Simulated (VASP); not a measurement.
Crystal: Co.

```
CELL_PARAMETERS angstrom
0.00000 -1.80740 -1.80740
-3.61480 -1.80740 -1.80740
0.00000 1.80740 -1.80740
ATOMIC_POSITIONS crystal
Co 0.00000 0.00000 0.00000
Co 0.00000 0.50000 0.50000
```

Base run:

| Item | Value |
| --- | --- |
| Program | VASP 6.6.1 |
| Functional | PBE |
| Potentials or basis | VASP PAW PBE potentials, release 64 (Co) |
| Cutoff | 520 eV |
| k mesh | 11 × 7 × 9 |
| Occupations | fermi-dirac, width 0.05 eV |
| Spin | no spin polarisation |

Its results: band gap on the k mesh zero (band 9 reaches 9.27 eV, above the bottom of band 10 at 8.36 eV); pressure -25.1 GPa.

The run is repeated on the same cell with these changes: spin from no spin polarisation to collinear spin, antiferromagnetic start; further incar settings from ALGO = Normal; EDIFF = 1e-07; NBANDS = 16; ISYM = 0 to ALGO = Normal; EDIFF = 1e-06; NBANDS = 20; ISYM = 0. What comes out?

Band gap on the k mesh zero (filled and empty bands overlap); pressure -19.7 GPa; net moment 0.00 μB per cell; site moments Co +1.05, -1.05 μB.
